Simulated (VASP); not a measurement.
## WS2 (Tungstenite): single point with LDA

The system is WS2 (Tungstenite).

```
CELL_PARAMETERS angstrom
3.15809 0.00000 0.00000
-1.57905 2.73499 0.00000
0.00000 0.00000 12.08623
ATOMIC_POSITIONS crystal
W 0.33333 0.66667 0.25000
W 0.66667 0.33333 0.75000
S 0.33333 0.66667 0.62154
S 0.66667 0.33333 0.12154
S 0.33333 0.66667 0.87846
S 0.66667 0.33333 0.37846
```

This cell differs from its parent crystal: in-plane strain +0.01.

```json
{"Program": "VASP 6.6.1", "Task": "single point", "Functional": "LDA", "Potentials or basis": "VASP PAW LDA potentials, release 64 (W_sv, S)", "Cutoff": "520 eV", "k mesh": "6 × 6 × 2", "Occupations": "gaussian, width 0.01 eV", "Spin": "no spin polarisation", "Dipole correction": "no", "Further INCAR settings": "ALGO = Normal; EDIFF = 1e-06; NBANDS = 35"}
```

```json
{"Pressure": "-1.8 GPa", "Largest force": "0.003 eV/Å", "Band gap on the k mesh": "0.82 eV, indirect (least direct gap 1.75 eV)"}
```

Forces in eV/Å, atoms in the order of the input:
```
W    0.000  0.000  0.000
W    0.000  0.000  0.000
S    0.000  0.000 -0.003
S    0.000  0.000 -0.003
S    0.000  0.000  0.003
S    0.000  0.000  0.003
```

Stress tensor (GPa, compression positive):
```
-2.80  0.00  0.00
 0.00 -2.80  0.00
 0.00  0.00  0.09
```

Levels at points of the mesh, in eV from the valence-band top:
| k point | band 24 | band 25 | band 26 | band 27 | band 28 | band 29 |
| --- | --- | --- | --- | --- | --- | --- |
| (0.00, 0.00, 0.00) | -1.40 | -1.34 | 0.00 | 2.15 | 2.15 | 2.16 |
| (0.50, 0.00, 0.00) | -1.90 | -1.85 | -1.63 | 2.10 | 2.15 | 2.41 |
| (0.00, 0.00, 0.50) | -2.44 | -0.31 | -0.31 | 2.14 | 2.14 | 2.14 |
| (0.50, 0.00, 0.50) | -2.02 | -1.72 | -1.72 | 2.12 | 2.12 | 2.60 |

Wall time 48 s on 1 thread of Intel(R) Xeon(R) Platinum 8375C CPU @ 2.90GHz (Ice Lake), with other jobs on the host, peak memory 0.2 GiB.

Caveat: the cell differs from its parent crystal (in-plane strain +0.01); spin-orbit coupling is left out, which moves the levels of the heavy elements. A k mesh can miss the band edges.
